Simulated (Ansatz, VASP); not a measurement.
SiCl5: VASP beside Ansatz

```
Si Cl
1.0
     5.45141    0.00000    0.00000
    -2.72571    4.72106    0.00000
     0.00000    0.00000    7.45562
Si Cl
1 5
Direct
  0.00000 0.00000 0.00000
  0.50000 0.00000 0.00000
  0.00000 0.50000 0.00000
  0.50000 0.50000 0.00000
  0.33333 0.66667 0.50000
  0.66667 0.33333 0.50000
```

Alike in both runs: functional PBE; k mesh 6 × 6 × 4; occupations gaussian, width 0.1 eV; no spin polarisation.

Ansatz relaxed the structure, and its values are those at the end. VASP's run is a single point on that final structure, the one shown.

|  | VASP | Ansatz |
| --- | --- | --- |
| version | VASP 6.6.1 | Ansatz 0.2.0 |
| potentials or method | VASP PAW PBE potentials, release 64 (Si, Cl), cutoff 520 eV | scalar-relativistic, plane waves, PAW |
| valence electrons in the cell | 39 | 39 |

```tsv
	VASP	Ansatz	Ansatz less VASP
gap on the k mesh at the Fermi level (eV)	none	none	-
pressure (GPa)	-0.1	0.0	+0.05
```

A gap of «none» marks a metal or a gap that the smearing closes.
